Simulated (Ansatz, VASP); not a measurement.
Two plane-wave programs on Co

```
Co
1.0
     2.45585    0.00000    0.00000
    -1.22793    2.12683    0.00000
     0.00000    0.00000    3.96812
Co
2
Direct
  0.33333 0.66667 0.25000
  0.66667 0.33333 0.75000
```

Alike in both runs: functional PBEsol; k mesh 21 × 21 × 10; occupations gaussian, width 0.1 eV; collinear spin.

Ansatz relaxed the structure, and its values are those at the end. VASP's run is a single point on that final structure, the one shown.

|  | VASP | Ansatz |
| --- | --- | --- |
| version | VASP 6.6.1 | Ansatz 0.2.0 |
| potentials or method | VASP PAW PBE potentials, release 64 (Co), cutoff 520 eV | scalar-relativistic, plane waves, PAW |
| valence electrons in the cell | 18 | 34 |

VASP gave:

* gap on the k mesh at the Fermi level (eV): none
* pressure (GPa): -1.0
* net moment per atom (μB): 1.56
* size of the moment on the site where the two differ most (μB): 1.56

**Question.** Which values does Ansatz return?

**Answer.** gap on the k mesh at the Fermi level (eV): none; pressure (GPa): 0.0; net moment per atom (μB): 1.56; size of the moment on the site where the two differ most (μB): 1.63.

VASP's potentials were made for PBE, not for PBEsol. Site moments also hang on the region over which each program counts them. A gap of «none» marks a metal or a gap that the smearing closes. VASP's potentials hold 18 valence electrons a cell and Ansatz's 34, so a difference there can come from the potentials and not from the codes.
